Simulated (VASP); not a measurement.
# Co (P6_3/mmc) in VASP: further runs

Aim: see how the results for Co move with the level of theory and the settings. Levels: RPBE, BLYP+D3(BJ), PBE, BLYP. Tasks: relaxation of cell and atoms, single point.

Everything below comes from runs of VASP 6.6.1. Logs are shortened: lines on timing, memory, paths and dates and some standing lists are left out, and cuts for length are marked.

### 1 The cell of the first run

Symmetry: P6_3/mmc, No. 194, hexagonal system. The conventional cell has a = 2.471 Å, b = 2.471 Å, c = 8.088 Å, α = 90.00°, β = 90.00°, γ = 120.00°. Co (site symmetry -6m2) has 12 Co at 2.47 Å within 3.3 Å. Co (site symmetry -3m) has 12 Co at 2.47 Å within 3.3 Å.

### 2 Relaxation of cell and atoms, RPBE, collinear spin, ferromagnetic start

Input file INCAR:

```
PREC = Accurate ; ENCUT = 600
EDIFF = 1E-6 ; ISMEAR = -1
SIGMA = 0.05 ; LREAL = F
LASPH = T ; NELM = 150
ALGO = Normal ; ISIF = 3
LWAVE = F ; LCHARG = F
ISPIN = 2 ; MAGMOM = 2 2 2 2
LORBIT = 11 ; LMAXMIX = 4
GGA = RP ; IBRION = 2
NSW = 60 ; EDIFFG = -0.01
```

Input file KPOINTS:

```
Automatic mesh
0
Gamma
  12 12 4
```

Input file POSCAR:

```
Co
1.0
    2.4705617809      0.0000000000      0.0000000000
   -1.2352808905      2.1395692639      0.0000000000
    0.0000000000      0.0000000000      8.0882338000
Co
4
Direct
    0.6666666667      0.3333333333      0.7500000000
    0.0000000000      0.0000000000      0.5000000000
    0.3333333333      0.6666666667      0.2500000000
    0.0000000000      0.0000000000      0.0000000000
```

Potentials or basis: VASP PAW PBE potentials, release 64 (Co).

On the command line:

```
> cat potpaw_PBE.64/Co/POTCAR > POTCAR
> mpirun -np 1 vasp_std > vasp.out
```

OUTCAR:

```text
PREC = Accurate
   ENCUT = 600
   EDIFF = 1E-6
   ISMEAR = -1
   LREAL = F
   LASPH = T
   NELM = 150
   ISIF = 3
   ISPIN = 2
   LORBIT = 11
   GGA = RP
   IBRION = 2
   NSW = 60
   EDIFFG = -0.01

 ion  position               nearest neighbor table
   1  0.667  0.333  0.750-   2 2.47   4 2.47   2 2.47   4 2.47   2 2.47   4 2.47
   2  0.000  0.000  0.500-   1 2.47   3 2.47   1 2.47   3 2.47   1 2.47   3 2.47
   3  0.333  0.667  0.250-   2 2.47   4 2.47   2 2.47   4 2.47   2 2.47   4 2.47
   4  0.000  0.000  0.000-   1 2.47   3 2.47   1 2.47   3 2.47   1 2.47   3 2.47

  LATTYP: Found a hexagonal cell.
 ALAT       =     2.4705617809
 C/A-ratio  =     3.2738439745

  Lattice vectors:

 A1 = (   2.4705617809,   0.0000000000,   0.0000000000)
 A2 = (  -1.2352808905,   2.1395692639,   0.0000000000)
 A3 = (   0.0000000000,   0.0000000000,   8.0882338000)

Analysis of symmetry for initial positions (statically):
=====================================================================
 Subroutine PRICEL returns:
 Original cell was already a primitive cell.

 Routine SETGRP: Setting up the symmetry group for a
 hexagonal supercell.

 Subroutine GETGRP returns: Found 24 space group operations
 (whereof 12 operations were pure point group operations)
 out of a pool of 24 trial point group operations.

The static configuration has the point symmetry D_3d.
 The point group associated with its full space group is D_6h.

Analysis of symmetry for dynamics (positions and initial velocities):
=====================================================================
 Subroutine PRICEL returns:
 Original cell was already a primitive cell.

 Routine SETGRP: Setting up the symmetry group for a
 hexagonal supercell.

 Subroutine GETGRP returns: Found 24 space group operations
 (whereof 12 operations were pure point group operations)
 out of a pool of 24 trial point group operations.

The dynamic configuration has the point symmetry D_3d.
 The point group associated with its full space group is D_6h.

Analysis of structural, dynamic, and magnetic symmetry:
=====================================================================
 Subroutine PRICEL returns:
 Original cell was already a primitive cell.

 Routine SETGRP: Setting up the symmetry group for a
 hexagonal supercell.

 Subroutine GETGRP returns: Found 24 space group operations
 (whereof 12 operations were pure point group operations)
 out of a pool of 24 trial point group operations.

The overall configuration has the point symmetry D_3d.
 The point group associated with its full space group is D_6h.

 Subroutine INISYM returns: Found 24 space group operations
 (whereof 12 operations are pure point group operations),
 and found     1 'primitive' translations

----------------------------------------------------------------------------------------

                                     Primitive cell

  volume of cell :      42.7539

  direct lattice vectors                    reciprocal lattice vectors
     2.470561781  0.000000000  0.000000000     0.404766239  0.233691897  0.000000000
    -1.235280890  2.139569264  0.000000000     0.000000000  0.467383794  0.000000000
     0.000000000  0.000000000  8.088233800     0.000000000  0.000000000  0.123636386

  length of vectors
     2.470561781  2.470561781  8.088233800     0.467383794  0.467383794  0.123636386

  position of ions in fractional coordinates (direct lattice)
     0.666666667  0.333333333  0.750000000
     0.000000000  0.000000000  0.500000000
     0.333333333  0.666666667  0.250000000
     0.000000000  0.000000000  0.000000000

  ion indices of the primitive-cell ions
   primitive index   ion index
                 1           1
                 2           2
                 3           3
                 4           4

----------------------------------------------------------------------------------------

 KPOINTS: Automatic mesh

Automatic generation of k-mesh.
 Grid dimensions read from file:
 generate k-points for:   12   12    4

 Generating k-lattice:

  Cartesian coordinates                     Fractional coordinates (reciprocal lattice)
     0.033730520  0.019474325  0.000000000     0.083333333  0.000000000  0.000000000
     0.000000000  0.038948649  0.000000000     0.000000000  0.083333333  0.000000000
     0.000000000  0.000000000  0.030909097     0.000000000  0.000000000  0.250000000

  Length of vectors
     0.038948649  0.038948649  0.030909097

  Shift w.r.t. Gamma in fractional coordinates (k-lattice)
     0.000000000  0.000000000  0.000000000

 Subroutine IBZKPT returns following result:
 ===========================================

 Found     57 irreducible k-points:

 Following reciprocal coordinates:
            Coordinates               Weight
  0.000000  0.000000  0.000000      1.000000
  0.083333  0.000000  0.000000      6.000000
  0.166667 -0.000000  0.000000      6.000000
  0.250000  0.000000  0.000000      6.000000
  0.333333  0.000000  0.000000      6.000000
  0.416667  0.000000  0.000000      6.000000
[... 16 lines left out ...]
  0.250000  0.000000  0.250000     12.000000
  0.333333  0.000000  0.250000     12.000000
 [... further k-points ...]
   k-points           NKPTS =     57   k-points in BZ     NKDIM =     57   number of bands    NBANDS=     26
   number of dos      NEDOS =    301   number of ions     NIONS =      4
   total plane-waves  NPLWV =  28000
   dimension x,y,z NGX =    20 NGY =   20 NGZ =   70
   dimension x,y,z NGXF=    40 NGYF=   40 NGZF=  140
   ions per type =               4
   NGX,Y,Z   is equivalent  to a cutoff of  13.46, 13.46, 14.39 a.u.
   NGXF,Y,Z  is equivalent  to a cutoff of  26.92, 26.92, 28.78 a.u.
 SYSTEM =  unknown system
   PREC   = accura    normal or accurate (medium, high low for compatibility)
   ISTART =      0    job   : 0-new  1-cont  2-samecut
   ICHARG =      2    charge: 1-file 2-atom 10-const
   ISPIN  =      2    spin polarized calculation?
   LNONCOLLINEAR =      F non collinear calculations
   LSORBIT =      F    spin-orbit coupling
   LASPH  =      T    aspherical Exc in radial PAW
   ENCUT  =  600.0 eV  44.10 Ry    6.64 a.u.   4.93  4.93 16.15*2*pi/ulx,y,z
   NELM   =    150;   NELMIN=  2; NELMDL= -5     # of ELM steps
   EDIFF  = 0.1E-05   stopping-criterion for ELM
   LREAL  =      F    real-space projection
   EDIFFG = -.1E-01   stopping-criterion for IOM
   NSW    =     60    number of steps for IOM
   IBRION =      2    ionic relax: 0-MD 1-quasi-New 2-CG
   NFREE  =      1    steps in history (QN), initial steepest desc. (CG)
   ISIF   =      3    stress and relaxation
   ISYM   =      2    0-nonsym 1-usesym 2-fastsym
   POTIM  = 0.5000    time-step for ionic-motion
   TEBEG  =    0.0;   TEEND  =   0.0 temperature during run
   PSTRESS=    0.0 pullay stress
   NELECT =      36.0000    total number of electrons
   NUPDOWN=      -1.0000    fix difference up-down
   EMIN   =  10.00;   EMAX   =-10.00  energy-range for DOS
   EFERMI =   0.00;   METHOD = LEGACY
   ISMEAR =    -1;   SIGMA  =   0.05  broadening in eV -4-tet -1-fermi 0-gaus
   EFERMI_NEDOS =   21; number of points for ismear=-14 and -15
   IALGO  =     38    algorithm
   IMIX   =      4    mixing-type and parameters
     AMIX     =   0.40;   BMIX     =  1.00
     AMIX_MAG =   1.60;   BMIX_MAG =  1.00
  volume/ion in A,a.u.               =      10.69        72.13
  Fermi-wavevector in a.u.,A,eV,Ry     =   1.545908  2.921343 32.515647  2.389833
  Thomas-Fermi vector in A             =   2.651220
   LORBIT       =     11    0 simple, 1 ext, 2 COOP (PROOUT), +10 PAW based schemes
   GGA     = RP    functional components
   LHFCALC =     F    Hartree Fock is set to
   AEXX    =    0.0000 exact exchange contribution
   IVDW    =     0    specifies the selected vdW correction
   LEPSILON=     F    determine dielectric tensor
   LRPA    =     F    only Hartree local field effects (RPA)
 conjugate gradient relaxation of ions
 spin polarized calculation
  energy-cutoff  :      600.00
  volume of cell :       42.75
 maximum number of plane-waves:      1473
 NGX is ok and might be reduce to    20
   NGX =  9   NGY =  9   NGZ = 33

--------------------------------------- Ionic step        1  -------------------------------------------

 number of electron      36.0000004 magnetization       6.6185665

 Free energy of the ion-electron system (eV)
  ---------------------------------------------------
  ext. energy  EPLUGINS =         0.00000000
  ---------------------------------------------------
  free energy    TOTEN  =       -25.99548785 eV

  energy without entropy =      -25.96235600  energy(sigma->0) =      -25.97892193

------------------------ aborting loop because EDIFF is reached ----------------------------------------

  FORCE on cell =-STRESS in cart. coord.  units (eV):
  Direction    XX          YY          ZZ          XY          YZ          ZX
  --------------------------------------------------------------------------------------
  -------------------------------------------------------------------------------------
  Total        2.9522329      2.9522329      1.9283614     -0.0000000      0.0000000      0.0000000
  in kB      110.6331886    110.6331886     72.2642074     -0.0000000      0.0000000      0.0000000
  external PRESSURE =      97.8435282 kB  Pullay stress =       0.0000000 kB
[... 23 lines left out ...]
  energy  without entropy=      -25.9623560036  energy(sigma->0) =      -25.97892193

--------------------------------------- Ionic step        2  -------------------------------------------

 number of electron      35.9999987 magnetization       6.8604906

 E-fermi :   9.4148     XC(G=0): -12.8380

 val. band max:        9.4112811776   @ k =   0.1667   0.0833   0.2500
 cond. band min:       9.4176261690   @ k =   0.0833   0.0000   0.0000
 fundamental gap:      0.0063449913
 Fermi energy:         9.4147603612

 spin component 1

 k-point     1 :       0.0000    0.0000    0.0000
  band No.  band energies     occupation
      1       0.9035      1.00000
      2       3.0149      1.00000
      3       3.0488      1.00000
      4       4.5424      1.00000
      5       6.5067      1.00000
      6       6.5324      1.00000
[... 1536 lines left out ...]
  energy  without entropy=      -26.0264796499  energy(sigma->0) =      -26.04256613

--------------------------------------- Ionic step        6  -------------------------------------------

 number of electron      36.0000004 magnetization       6.7502978

 Free energy of the ion-electron system (eV)
  ---------------------------------------------------
  ext. energy  EPLUGINS =         0.00000000
  ---------------------------------------------------
  free energy    TOTEN  =       -26.05867739 eV

  energy without entropy =      -26.02664929  energy(sigma->0) =      -26.04266334

 E-fermi :  10.0394     XC(G=0): -13.1132

 val. band max:       10.0347086652   @ k =   0.4167   0.0833   0.0000
 cond. band min:      10.0524675683   @ k =   0.2500   0.1667   0.2500
 fundamental gap:      0.0177589031
 Fermi energy:        10.0393977464

 spin component 1

 k-point     1 :       0.0000    0.0000    0.0000
  band No.  band energies     occupation
      1       1.2597      1.00000
      2       3.4372      1.00000
      3       3.4700      1.00000
      4       4.9690      1.00000
      5       7.0535      1.00000
      6       7.0829      1.00000
[... 1418 lines left out ...]
  FREE ENERGIE OF THE ION-ELECTRON SYSTEM (eV)
  ---------------------------------------------------
  free  energy   TOTEN  =       -26.0586773855 eV

  energy  without entropy=      -26.0266492874  energy(sigma->0) =      -26.04266334

 reached required accuracy - stopping structural energy minimisation

 total charge

# of ion       s       p       d       tot
------------------------------------------
    1        0.480   0.501   7.230   8.211
    2        0.481   0.498   7.238   8.217
    3        0.480   0.501   7.230   8.211
    4        0.481   0.498   7.238   8.217
--------------------------------------------------
tot          1.921   1.998  28.937  32.856

 magnetization (x)

# of ion       s       p       d       tot
------------------------------------------
    1       -0.013  -0.055   1.790   1.722
    2       -0.013  -0.052   1.772   1.707
    3       -0.013  -0.055   1.790   1.722
    4       -0.013  -0.052   1.772   1.707
--------------------------------------------------
tot         -0.052  -0.214   7.124   6.858
```

Run time: 12 min. Hardware: 1 thread of Intel Xeon 6975P-C (Granite Rapids), shared host; peak memory 0.26 GiB.

Results:

* Free energy: -26.0587 eV
* Relaxed volume: 11.19 Å³/atom
* Relaxed cell: a = 2.518 Å, b = 2.518 Å, c = 8.148 Å, α = 90.00°, β = 90.00°, γ = 120.00°
* Space group after relaxing (to 0.1 Å): P6_3/mmc (No. 194)
* Energy gained by relaxing: 15.8 meV/atom
* Ionic steps: 6
* Pressure after relaxing: 0.1 GPa
* Net moment: 6.75 μB per cell
* Site moments: Co +1.72, +1.71 (each value once) μB
* Valence electrons inside the program's atomic spheres: Co 8.21, 8.22 (each value once)

The path:
```
step  energy change (eV)  largest force (eV/Å)  pressure (GPa)  volume (Å³)
   1              0.0000                0.0000            9.78        42.75
   2             -0.0082                0.0000           -7.90        46.92
   3             -0.0624                0.0000           -0.33        44.83
   4             -0.0624                0.0000            0.00        44.79
   5             -0.0632                0.0000            0.08        44.76
   6             -0.0632                0.0000            0.13        44.75
```

Final structure:
```cif
data_structure
_symmetry_space_group_name_H-M 'P 1'
_symmetry_Int_Tables_number 1
_cell_length_a 2.5184
_cell_length_b 2.5184
_cell_length_c 8.1477
_cell_angle_alpha 90.000
_cell_angle_beta 90.000
_cell_angle_gamma 120.000
_cell_volume 44.75
loop_
_atom_site_label
_atom_site_type_symbol
_atom_site_fract_x
_atom_site_fract_y
_atom_site_fract_z
_atom_site_occupancy
Co1 Co 0.66667 0.33333 0.75000 1
Co2 Co 0.00000 0.00000 0.50000 1
Co3 Co 0.33333 0.66667 0.25000 1
Co4 Co 0.00000 0.00000 0.00000 1
```

Caveat: the PAW data sets were made with another functional, which shifts forces and pressure a little.

### 3 Single point, BLYP+D3(BJ), collinear spin, ferromagnetic start

This run uses another cell than the first one, of 10.05 Å³/atom.

Input file INCAR:

```
SYSTEM = Co
PREC = Accurate ; ENCUT = 690
EDIFF = 1E-6 ; ISMEAR = -1
SIGMA = 0.05 ; LREAL = .FALSE.
LASPH = .TRUE. ; NELM = 200
ALGO = Normal ; ISIF = 2
LWAVE = .FALSE. ; LCHARG = .FALSE.
ISPIN = 2 ; MAGMOM = 2 2 2 2
LORBIT = 11 ; LMAXMIX = 4
GGA = B5 ; ALDAX = 1.0
AGGAX = 1.0 ; AGGAC = 1.0
ALDAC = 0.0 ; IVDW = 12
VDW_S6 = 1.0 ; VDW_S8 = 2.6996
VDW_A1 = 0.4298 ; VDW_A2 = 4.2359
NBANDS = 46 ; GGA_COMPAT = .FALSE.
```

Input file KPOINTS:

```
Automatic mesh
0
G
  12 12 4
  0 0 0
```

Input file POSCAR:

```
Co
1.0
    2.4201280013      0.0000000000      0.0000000000
   -1.2100640007      2.0958923296      0.0000000000
    0.0000000000      0.0000000000      7.9231214745
Co
4
Direct
    0.6666666667      0.3333333333      0.7500000000
    0.0000000000      0.0000000000      0.5000000000
    0.3333333333      0.6666666667      0.2500000000
    0.0000000000      0.0000000000      0.0000000000
```

Potentials or basis: VASP PAW PBE potentials, release 64 (Co_sv).

On the command line:

```
> cat potpaw_PBE.64/Co_sv/POTCAR > POTCAR
> mpirun -np 1 vasp_std > vasp.out
```

It took 3.5 min on 1 thread of Intel Xeon 6975P-C (Granite Rapids), shared host; peak memory 0.36 GiB.

The run converged. Its results:

- Free energy: -28.1342 eV
- Pressure: 12.6 GPa
- Net moment: 6.10 μB per cell
- Site moments: Co +1.58, +1.56 (each value once) μB
- Valence electrons inside the program's atomic spheres: Co 15.17, 15.18 (each value once)
- Dispersion energy per atom: -1.033 eV

Stress tensor (GPa, compression positive):
```
13.74  0.00  0.00
 0.00 13.74  0.00
 0.00  0.00 10.35
```

Levels at points of the mesh, in eV from the Fermi level:
Spin up:
| k point | band 34 | band 35 | band 36 | band 37 | band 38 | band 39 | band 40 | band 41 |
| --- | --- | --- | --- | --- | --- | --- | --- | --- |
| (0.00, 0.00, 0.00) | -1.40 | -1.40 | -1.06 | -1.06 | -0.62 | -0.62 | -0.13 | 6.91 |
| (0.50, 0.00, 0.00) | -0.35 | -0.34 | -0.32 | 0.47 | 1.63 | 2.90 | 3.53 | 7.72 |
| (0.00, 0.00, 0.50) | -1.57 | -1.57 | -1.57 | -0.81 | -0.81 | -0.81 | -0.81 | 9.98 |
| (0.50, 0.00, 0.50) | -0.49 | -0.36 | -0.36 | 1.57 | 1.57 | 3.20 | 3.20 | 8.05 |
Spin down:
| k point | band 28 | band 29 | band 30 | band 31 | band 32 | band 33 |
| --- | --- | --- | --- | --- | --- | --- |
| (0.00, 0.00, 0.00) | -1.02 | -1.02 | -0.97 | -0.97 | -0.11 | -0.02 |
| (0.50, 0.00, 0.00) | -0.18 | -0.14 | 0.73 | 1.24 | 1.26 | 1.27 |
| (0.00, 0.00, 0.50) | -1.24 | -1.12 | -1.12 | -1.12 | -1.12 | 0.18 |
| (0.50, 0.00, 0.50) | -0.87 | -0.26 | -0.26 | 0.83 | 0.83 | 1.26 |

Caveat: the cell stands under pressure; the dispersion term is far too large for a dense solid, which distorts pressure and volume; the PAW data sets were made with another functional, which shifts forces and pressure a little.

(Part 1 of 2 ends here.)
